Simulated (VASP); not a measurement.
# MgO (Fm-3m) in VASP: single point with LDA

Aim: the single point of MgO with LDA.

Program: VASP 6.6.1. These are calculated values, not measurements. Logs are shortened: lines on timing, memory, paths and dates and some standing lists are left out, and cuts for length are marked.

## 1. The cell of the first run

Symmetry: Fm-3m, No. 225, cubic system. Conventional cell: a = 4.254 Å, b = 4.254 Å, c = 4.254 Å, α = 90.00°, β = 90.00°, γ = 90.00°. Mg (site symmetry m-3m) has 6 O at 2.13 Å within 2.8 Å. O (site symmetry m-3m) has 6 Mg at 2.13 Å within 2.8 Å.

## 2. Single point, LDA

POSCAR reads:

```
MgO
1.0
    0.0000000000      2.1268522620      2.1268522620
    2.1268522620      0.0000000000      2.1268522620
    2.1268522620      2.1268522620      0.0000000000
Mg O
1 1
Direct
    0.0000000000      0.0000000000      0.0000000000
    0.5000000000      0.5000000000      0.5000000000
```

INCAR.step1 reads:

```
SYSTEM = MgO
PREC = Accurate
ENCUT = 750
EDIFF = 1E-6
ISMEAR = 0
SIGMA = 0.02
LREAL = .False.
LASPH = .True.
NELM = 120
ALGO = Normal
ISIF = 2
LWAVE = .False.
LCHARG = .True.
NBANDS = 15
GGA_COMPAT = .False.
NEDOS = 2001
LORBIT = 11
```

KPOINTS.step1 reads:

```
regular mesh
0
Gamma
  10 10 10
  0 0 0
```

INCAR.step2 reads:

```
SYSTEM = MgO
PREC = Accurate
ENCUT = 750
EDIFF = 1E-6
ISMEAR = -5
SIGMA = 0.02
LREAL = .False.
LASPH = .True.
NELM = 120
ALGO = Normal
ISIF = 2
LWAVE = .False.
LCHARG = .False.
LORBIT = 10
NBANDS = 15
NEDOS = 1001
ICHARG = 11
GGA_COMPAT = .False.
```

KPOINTS.step2 reads:

```
regular mesh
0
Gamma
  15 15 15
  0 0 0
```

Potentials or basis: VASP PAW LDA potentials, release 64 (Mg_sv, O).

Launch:

```
$ cat potpaw_LDA.64/Mg_sv/POTCAR potpaw_LDA.64/O/POTCAR > POTCAR
$ cp INCAR.step1 INCAR
$ cp KPOINTS.step1 KPOINTS
$ mpirun -np 1 vasp_std > vasp.out
$ cp INCAR.step2 INCAR
$ cp KPOINTS.step2 KPOINTS
$ mpirun -np 1 vasp_std > vasp.out
```

OUTCAR:

```text
SYSTEM = MgO
   PREC = Accurate
   ENCUT = 750
   EDIFF = 1E-6
   ISMEAR = -5
   LREAL = .False.
   LASPH = .True.
   NELM = 120
   ISIF = 2
   LORBIT = 10
   ICHARG = 11

 ion  position               nearest neighbor table
   1  0.000  0.000  0.000-   2 2.13   2 2.13   2 2.13   2 2.13   2 2.13   2 2.13
   2  0.500  0.500  0.500-   1 2.13   1 2.13   1 2.13   1 2.13   1 2.13   1 2.13

  LATTYP: Found a face centered cubic cell.
 ALAT       =     4.2537045240

  Lattice vectors:

 A1 = (   0.0000000000,   2.1268522620,   2.1268522620)
 A2 = (   2.1268522620,   0.0000000000,   2.1268522620)
 A3 = (   2.1268522620,   2.1268522620,   0.0000000000)

Analysis of symmetry for initial positions (statically):
=====================================================================
 Subroutine PRICEL returns:
 Original cell was already a primitive cell.

 Routine SETGRP: Setting up the symmetry group for a
 face centered cubic supercell.

 Subroutine GETGRP returns: Found 48 space group operations
 (whereof 48 operations were pure point group operations)
 out of a pool of 48 trial point group operations.

The static configuration has the point symmetry O_h .

Analysis of symmetry for dynamics (positions and initial velocities):
=====================================================================
 Subroutine PRICEL returns:
 Original cell was already a primitive cell.

 Routine SETGRP: Setting up the symmetry group for a
 face centered cubic supercell.

 Subroutine GETGRP returns: Found 48 space group operations
 (whereof 48 operations were pure point group operations)
 out of a pool of 48 trial point group operations.

The dynamic configuration has the point symmetry O_h .

 Subroutine INISYM returns: Found 48 space group operations
 (whereof 48 operations are pure point group operations),
 and found     1 'primitive' translations

----------------------------------------------------------------------------------------

                                     Primitive cell

  volume of cell :      19.2416

  direct lattice vectors                    reciprocal lattice vectors
     0.000000000  2.126852262  2.126852262    -0.235089202  0.235089202  0.235089202
     2.126852262  0.000000000  2.126852262     0.235089202 -0.235089202  0.235089202
     2.126852262  2.126852262  0.000000000     0.235089202  0.235089202 -0.235089202

  length of vectors
     3.007823314  3.007823314  3.007823314     0.407186441  0.407186441  0.407186441

  position of ions in fractional coordinates (direct lattice)
     0.000000000  0.000000000  0.000000000
     0.500000000  0.500000000  0.500000000

  ion indices of the primitive-cell ions
   primitive index   ion index
                 1           1
                 2           2

----------------------------------------------------------------------------------------

 KPOINTS: regular mesh

Automatic generation of k-mesh.
 Grid dimensions read from file:
 generate k-points for:   15   15   15

 Generating k-lattice:

  Cartesian coordinates                     Fractional coordinates (reciprocal lattice)
    -0.015672613  0.015672613  0.015672613     0.066666667  0.000000000  0.000000000
     0.015672613 -0.015672613  0.015672613     0.000000000  0.066666667  0.000000000
     0.015672613  0.015672613 -0.015672613     0.000000000  0.000000000  0.066666667

  Length of vectors
     0.027145763  0.027145763  0.027145763

  Shift w.r.t. Gamma in fractional coordinates (k-lattice)
     0.000000000  0.000000000  0.000000000

 TETIRR: Found    484 inequivalent tetrahedra from    20250

 Subroutine IBZKPT returns following result:
 ===========================================

 Found    120 irreducible k-points:

 Following reciprocal coordinates:
            Coordinates               Weight
  0.000000  0.000000  0.000000      1.000000
  0.066667  0.000000  0.000000      8.000000
  0.133333  0.000000  0.000000      8.000000
  0.200000  0.000000  0.000000      8.000000
  0.266667  0.000000  0.000000      8.000000
  0.333333  0.000000  0.000000      8.000000
[... 16 lines left out ...]
  0.133333  0.133333  0.000000      6.000000
  0.200000  0.133333  0.000000     24.000000
 [... further k-points ...]
   k-points           NKPTS =    120   k-points in BZ     NKDIM =    120   number of bands    NBANDS=     15
   number of dos      NEDOS =   1001   number of ions     NIONS =      2
   total plane-waves  NPLWV =  21952
   dimension x,y,z NGX =    28 NGY =   28 NGZ =   28
   dimension x,y,z NGXF=    56 NGYF=   56 NGZF=   56
   ions per type =               1   1
   NGX,Y,Z   is equivalent  to a cutoff of  15.48, 15.48, 15.48 a.u.
   NGXF,Y,Z  is equivalent  to a cutoff of  30.95, 30.95, 30.95 a.u.
 SYSTEM =  MgO
   PREC   = accura    normal or accurate (medium, high low for compatibility)
   ISTART =      0    job   : 0-new  1-cont  2-samecut
   ICHARG =     11    charge: 1-file 2-atom 10-const
   ISPIN  =      1    spin polarized calculation?
   LNONCOLLINEAR =      F non collinear calculations
   LSORBIT =      F    spin-orbit coupling
   LASPH  =      T    aspherical Exc in radial PAW
   ENCUT  =  750.0 eV  55.12 Ry    7.42 a.u.   6.72  6.72  6.72*2*pi/ulx,y,z
   NELM   =    120;   NELMIN=  2; NELMDL=  0     # of ELM steps
   EDIFF  = 0.1E-05   stopping-criterion for ELM
   LREAL  =      F    real-space projection
   EDIFFG = 0.1E-04   stopping-criterion for IOM
   NSW    =      0    number of steps for IOM
   IBRION =     -1    ionic relax: 0-MD 1-quasi-New 2-CG
   NFREE  =      0    steps in history (QN), initial steepest desc. (CG)
   ISIF   =      2    stress and relaxation
   ISYM   =      2    0-nonsym 1-usesym 2-fastsym
   POTIM  = 0.5000    time-step for ionic-motion
   TEBEG  =    0.0;   TEEND  =   0.0 temperature during run
   PSTRESS=    0.0 pullay stress
   NELECT =      16.0000    total number of electrons
   NUPDOWN=      -1.0000    fix difference up-down
   EMIN   =  10.00;   EMAX   =-10.00  energy-range for DOS
   EFERMI =   0.00;   METHOD = LEGACY
   ISMEAR =    -5;   SIGMA  =   0.02  broadening in eV -4-tet -1-fermi 0-gaus
   EFERMI_NEDOS =   21; number of points for ismear=-14 and -15
   IALGO  =     38    algorithm
   IMIX   =      4    mixing-type and parameters
     AMIX     =   0.40;   BMIX     =  1.00
     AMIX_MAG =   1.60;   BMIX_MAG =  1.00
  volume/ion in A,a.u.               =       9.62        64.92
  Fermi-wavevector in a.u.,A,eV,Ry     =   1.539457  2.909152 32.244817  2.369927
  Thomas-Fermi vector in A             =   2.645682
   LORBIT       =     10    0 simple, 1 ext, 2 COOP (PROOUT), +10 PAW based schemes
   GGA     = CA    functional components
   LHFCALC =     F    Hartree Fock is set to
   AEXX    =    0.0000 exact exchange contribution
   IVDW    =     0    specifies the selected vdW correction
   LEPSILON=     F    determine dielectric tensor
   LRPA    =     F    only Hartree local field effects (RPA)
 non-spin polarized calculation
 Fermi weights with tetrahedron method with Bloechl corrections
  energy-cutoff  :      750.00
  volume of cell :       19.24
 maximum number of plane-waves:       918

 number of electron      15.9999997 magnetization

 Free energy of the ion-electron system (eV)
  ---------------------------------------------------
  ext. energy  EPLUGINS =         0.00000000
  ---------------------------------------------------
  free energy    TOTEN  =       -13.20156807 eV

  energy without entropy =      -13.20156807  energy(sigma->0) =      -13.20156807

 E-fermi :   2.4077     XC(G=0): -11.7813

 val. band max:        2.3708475490   @ k =   0.0000   0.0000   0.0000
 cond. band min:       6.7611476934   @ k =   0.0000   0.0000   0.0000
 fundamental gap:      4.3903001443
 Fermi energy:         2.4076632586

 k-point     1 :       0.0000    0.0000    0.0000
  band No.  band energies     occupation
      1     -69.0643      2.00000
      2     -36.5322      2.00000
      3     -36.5322      2.00000
      4     -36.5322      2.00000
      5     -14.4631      2.00000
      6       2.3708      2.00000
      7       2.3708      2.00000
      8       2.3708      2.00000
      9       6.7611      0.00000
     10      17.7396      0.00000
     11      17.7396      0.00000
     12      17.7396      0.00000
     13      21.6890      0.00000
     14      23.2903      0.00000
     15      23.2903      0.00000

 k-point     2 :       0.0667    0.0000    0.0000
  band No.  band energies     occupation
      1     -69.0641      2.00000
      2     -36.5360      2.00000
      3     -36.5328      2.00000
      4     -36.5328      2.00000
      5     -14.4150      2.00000
      6       2.0568      2.00000
      7       2.3409      2.00000
      8       2.3409      2.00000
      9       7.0643      0.00000
     10      17.0840      0.00000
     11      17.8453      0.00000
     12      17.8453      0.00000
     13      22.5396      0.00000
     14      22.8533      0.00000
     15      22.8533      0.00000
[... 365 lines left out ...]
      3     -36.5367      2.00000
      4     -36.5367      2.00000
      5     -14.2171      2.00000
      6       1.2304      2.00000
      7       2.1144      2.00000
      8       2.1144      2.00000
      9       8.0946      0.00000
     10      15.4488      0.00000
     11      18.2675      0.00000
     12      18.2675      0.00000
     13      20.3136      0.00000
     14      23.8237      0.00000
     15      25.1552      0.00000

 k-point    24 :       0.2000    0.1333    0.0000
  band No.  band energies     occupation
      1     -69.0615      2.00000
      2     -36.5541      2.00000
      3     -36.5389      2.00000
      4     -36.5382      2.00000
      5     -14.0626      2.00000
      6       0.6581      2.00000
      7       1.9867      2.00000
      8       1.9928      2.00000
      9       8.7303      0.00000
     10      14.7112      0.00000
     11      18.4200      0.00000
     12      18.5293      0.00000
     13      19.6161      0.00000
     14      23.8186      0.00000
     15      25.9165      0.00000

 [... further k-points ...]

------------------------ aborting loop because EDIFF is reached ----------------------------------------

  FORCE on cell =-STRESS in cart. coord.  units (eV):
  Direction    XX          YY          ZZ          XY          YZ          ZX
  --------------------------------------------------------------------------------------
  -------------------------------------------------------------------------------------
  Total       -1.2242374     -1.2242374     -1.2242374      0.0000000      0.0000000     -0.0000000
  in kB     -101.9375683   -101.9375683   -101.9375683      0.0000000      0.0000000     -0.0000000
  external PRESSURE =    -101.9375683 kB  Pullay stress =       0.0000000 kB

 VOLUME and BASIS-vectors are now :
 -----------------------------------------------------------------------------
  energy-cutoff  :      750.00
  volume of cell :       19.24
      direct lattice vectors                 reciprocal lattice vectors
     0.000000000  2.126852262  2.126852262    -0.235089202  0.235089202  0.235089202
     2.126852262  0.000000000  2.126852262     0.235089202 -0.235089202  0.235089202
     2.126852262  2.126852262  0.000000000     0.235089202  0.235089202 -0.235089202

 POSITION                                       TOTAL-FORCE (eV/Angst)
 -----------------------------------------------------------------------------------
      0.00000      0.00000      0.00000        -0.000000     -0.000000      0.000000
      2.12685      2.12685      2.12685         0.000000      0.000000      0.000000
 -----------------------------------------------------------------------------------
    total drift:                                0.000000      0.000000      0.000000

  FREE ENERGIE OF THE ION-ELECTRON SYSTEM (eV)
  ---------------------------------------------------
  free  energy   TOTEN  =       -13.2015680659 eV

  energy  without entropy=      -13.2015680659  energy(sigma->0) =      -13.20156807

 total charge

# of ion       s       p       d       tot
------------------------------------------
    1        2.073   6.007   0.040   8.119
    2        1.526   3.524   0.000   5.050
--------------------------------------------------
tot          3.599   9.531   0.040  13.169
```

It took 24 s on 1 thread of Intel Xeon 6975P-C (Granite Rapids), shared host; peak memory 0.17 GiB.

Results:

| Quantity | Value |
| --- | --- |
| Valence electrons inside the program's atomic spheres | Mg 8.12; O 5.05 |

Levels at points of the mesh, in eV from the valence-band top:
```
           k point  band 5  band 6  band 7  band 8  band 9  band 10  band 11  band 12
(0.00, 0.00, 0.00)  -16.83    0.00    0.00    0.00    4.39    15.37    15.37    15.37
```
